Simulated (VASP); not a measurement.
SiC: single point with PBE

The system is SiC.

```
Si C
1.0
     3.00723    0.00000    0.00000
    -1.50361    2.60434    0.00000
     0.00000    0.00000    4.93473
Si C
2 2
Direct
  0.33333 0.66667 0.00466
  0.66667 0.33333 0.50466
  0.33333 0.66667 0.38034
  0.66667 0.33333 0.88034
```

This cell differs from its parent crystal: volume 9.662 Å^3 an atom, c/a of the conventional cell 1.6410.

```
Program             : VASP 6.6.1
Task                : single point
Functional          : PBE
Potentials or basis : VASP PAW PBE potentials, release 64 (Si, C)
Cutoff              : 520 eV
k mesh              : 12 × 12 × 6
Occupations         : gaussian, width 0.05 eV
Spin                : no spin polarisation
```

```yaml
Pressure: 20.9 GPa
Band_gap_on_the_k_mesh: 2.15 eV, indirect (least direct gap 4.10 eV)
```

Stress tensor (GPa, compression positive):
```
20.97  0.00  0.00
 0.00 20.97  0.00
 0.00  0.00 20.65
```

Levels at points of the mesh, in eV from the valence-band top:
```csv
k point,band 6,band 7,band 8,band 9,band 10,band 11
"(0.00, 0.00, 0.00)",-0.12,0.00,0.00,5.38,6.92,7.08
"(0.50, 0.00, 0.00)",-3.49,-3.46,-1.21,2.89,4.29,7.39
"(0.00, 0.00, 0.50)",-0.73,-0.73,-0.73,6.48,6.48,7.72
"(0.50, 0.00, 0.50)",-2.54,-2.40,-2.40,3.42,3.42,5.56
```

Wall time 14 s on 1 thread of Intel(R) Xeon(R) 6975P-C (Granite Rapids), with other jobs on the host, peak memory 0.17 GiB.

 A k mesh can miss the band edges.
